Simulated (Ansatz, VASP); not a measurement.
## Two plane-wave programs on Be

```
Be
1.0
     2.43916    0.00000    0.00000
    -1.21958    2.11237    0.00000
     0.00000    0.00000    6.64323
Be
4
Direct
  0.00000 0.00000 0.25000
  0.00000 0.00000 0.75000
  0.33333 0.66667 0.75000
  0.66667 0.33333 0.25000
```

Alike in both runs: task relaxation of cell and atoms; functional PBEsol; k mesh 9 × 9 × 4; occupations gaussian, width 0.1 eV; no spin polarisation.

```csv
,VASP,Ansatz
version,VASP 6.6.1,Ansatz 0.2.0
potentials or method,"VASP PAW PBE potentials, release 64 (Be), cutoff 600 eV","scalar-relativistic, plane waves, PAW"
valence electrons in the cell,8,8
```

Ansatz gave:

```
gap on the k mesh at the Fermi level, each at its own relaxed structure (eV) : none
relaxed volume (Å³/atom)                                                     : 10.26
relaxed cell length with the largest relative difference (Å)                 : 3.640
```

Question: Which values does VASP return?

Answer: gap on the k mesh at the Fermi level, each at its own relaxed structure (eV): none; relaxed volume (Å³/atom): 10.31; relaxed cell length with the largest relative difference (Å): 3.646.

VASP's potentials were made for PBE, not for PBEsol. A gap of «none» marks a metal or a gap that the smearing closes.

Noted on VASP's run: the volume moved by over 15 % at a fixed basis, so the end points are rough.
